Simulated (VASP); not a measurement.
The system is V.

```
V
1.0
    -1.47999    1.47999    1.47999
     1.47999   -1.47999    1.47999
     1.47999    1.47999   -1.47999
V
1
Direct
  0.00000 0.00000 0.00000
```

Base run:

- Program: VASP 6.6.1
- Functional: r2SCAN
- Potentials or basis: VASP PAW PBE potentials, release 64 (V_sv)
- Cutoff: 520 eV
- k mesh: 14 × 14 × 14
- Occupations: fermi-dirac, width 0.05 eV
- Spin: no spin polarisation

Its results: pressure 5.0 GPa.

**Question.** The run is repeated on the same cell with these changes: functional from r2SCAN to PBEsol. What comes out?

**Answer.** Pressure 0.0 GPa.

Caveats: the PAW data sets were made with another functional, which shifts forces and pressure a little.
